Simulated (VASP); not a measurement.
**HoNb3I: single point with PBE**

Crystal: HoNb3I.

```
CELL_PARAMETERS angstrom
4.87416 0.00000 0.00000
0.00000 4.87416 0.00000
0.00000 0.00000 4.87416
ATOMIC_POSITIONS crystal
Ho 0.00000 0.00000 0.00000
Nb 0.50000 0.00000 0.00000
Nb 0.00000 0.50000 0.00000
Nb 0.00000 0.00000 0.50000
I 0.50000 0.50000 0.50000
```

The cell was generated, and may not be a known phase.

```yaml
Program: VASP 6.6.1
Task: single point
Functional: PBE
Potentials_or_basis: VASP PAW PBE potentials, release 64 (Ho_3, Nb_sv, I), 4f in core
Cutoff: 500 eV
k_mesh: 4 × 4 × 4
Occupations: gaussian, width 0.1 eV
Spin: no spin polarisation
```

```yaml
Pressure: 11.2 GPa
Band_gap_on_the_k_mesh: zero (an odd number of electrons rules out a gap without spin polarisation)
```

Levels at points of the mesh, in eV from the Fermi level:
| k point | band 25 | band 26 | band 27 | band 28 | band 29 | band 30 |
| --- | --- | --- | --- | --- | --- | --- |
| (0.00, 0.00, 0.00) | -2.28 | -1.61 | -1.61 | -0.57 | 0.50 | 0.50 |
| (0.50, 0.00, 0.00) | -0.96 | -0.92 | -0.47 | -0.22 | -0.22 | -0.04 |
| (0.50, 0.50, 0.00) | -0.65 | -0.63 | -0.34 | 0.49 | 0.78 | 1.00 |
| (0.50, 0.50, 0.50) | -0.48 | -0.48 | 1.15 | 1.15 | 1.75 | 1.75 |

Wall time 77 s on 1 thread of Intel(R) Xeon(R) Platinum 8259CL CPU @ 2.50GHz (Skylake/Cascade Lake) (shared host), peak memory 0.22 GiB.

Caveat: the cell stands under pressure; spin-orbit coupling is left out, which moves the levels of the heavy elements; the 4f electrons are frozen in the core, so they carry no moment and show no levels; an odd number of electrons without spin polarisation forces a metal; a magnetic or distorted state may lie lower; the run has no spin polarisation, though such a crystal can be magnetic. Spin polarisation is off, so any magnetic state and its effect on volume and gap are missing.
